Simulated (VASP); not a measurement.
CoPtO2:

```xyz
4
Lattice="1.4274 0.8241 5.9611 -1.4274 0.8241 5.9611 0.0000 -1.6482 5.9611" Properties=species:S:1:pos:R:3 pbc="T T T"
Co    0.0000    0.0000    8.9416
Pt    0.0000    0.0000    0.0000
O     0.0000    0.0000   15.8741
O     0.0000    0.0000    2.0091
```

Base run:

```yaml
Program: VASP 6.6.1
Functional: LDA
Potentials_or_basis: VASP PAW LDA potentials, release 64 (Co, Pt, O)
Cutoff: 520 eV
k_mesh: 18 × 18 × 18
Occupations: gaussian, width 0.1 eV
Spin: no spin polarisation
```

Its results: pressure -16.6 GPa; largest force 0.165 eV/Å.

Problem. The run is repeated on the same cell with these changes: functional from LDA to PBE; potentials or basis from VASP PAW LDA potentials, release 64 (Co, Pt, O) to VASP PAW PBE potentials, release 64 (Co, Pt, O). What comes out?

Solution. Pressure 0.1 GPa; largest force 0.019 eV/Å.

Caveats: an odd number of electrons without spin polarisation forces a metal; a magnetic or distorted state may lie lower; the run has no spin polarisation, though such a crystal can be magnetic.
